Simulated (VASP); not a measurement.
A run of VASP 6.6.1 is set up as follows.

File INCAR:

```
ALGO = Normal
EDIFF = 1E-6
ENCUT = 520
GGA = PE
ISIF = 2
ISMEAR = 0
LASPH = True
LCHARG = True
LELF = True
LREAL = False
LVHAR = True
LWAVE = False
NBANDS = 16
NELM = 80
PREC = Accurate
SIGMA = 0.01
```

KPOINTS

```
k-points
0
Gamma
  4 4 4
```

File POSCAR:

```
CdTe
1.0
    0.0000000000      3.2799551161      3.2799551161
    3.2799551161      0.0000000000      3.2799551161
    3.2799551161      3.2799551161      0.0000000000
Cd Te
1 1
Direct
    0.0000000000      0.0000000000      0.0000000000
    0.2500000000      0.2500000000      0.2500000000
```

Potentials or basis: VASP PAW PBE potentials, release 64 (Cd, Te).

The run is started by

```sh
$ cat potpaw_PBE.64/Cd/POTCAR potpaw_PBE.64/Te/POTCAR > POTCAR
$ mpirun -np 1 vasp_std > vasp.out
```

(1) What does it give for the pressure?

(2) Predict the band gap on the k mesh.

Answers

(1) 1.3 GPa.

(2) 0.65 eV, direct.

Caveat: spin-orbit coupling is left out, which moves the levels of the heavy elements.
